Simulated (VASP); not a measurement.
Hg, 1 atom in the cell. Symmetry: R-3m, No. 166, trigonal system. The conventional cell has a = 3.493 Å, b = 3.493 Å, c = 6.444 Å, α = 90.00°, β = 90.00°, γ = 120.00°. Within 3.9 Å of Hg (site symmetry -3m) lie 12 Hg at 2.95 to 3.49 Å. 

* Program: VASP 6.6.1
* Task: single point
* Functional: LDA
* Potentials or basis: VASP PAW LDA potentials, release 64 (Hg)
* Cutoff: 520 eV
* k mesh: 11 × 11 × 11
* Occupations: fermi-dirac, width 0.1 eV
* Spin: no spin polarisation
* Dipole correction: no
* Further INCAR settings: ALGO = Normal; EDIFF = 1e-07; NBANDS = 12

Potentials or basis: VASP PAW LDA potentials, release 64 (Hg).

Run with:

```console
$ cat potpaw_LDA.64/Hg/POTCAR > POTCAR
$ mpirun -np 1 vasp_std > vasp.out
```

Hardware: 1 thread of Intel(R) Xeon(R) Platinum 8259CL CPU @ 2.50GHz (Skylake/Cascade Lake), on a shared host.

Problem. Estimate the wall time of this run.

Solution. Run time: 18 s on 1 thread of Intel(R) Xeon(R) Platinum 8259CL CPU @ 2.50GHz (Skylake/Cascade Lake), on a shared host, peak memory 0.15 GiB. Counts: scf iterations 11, k points 146.
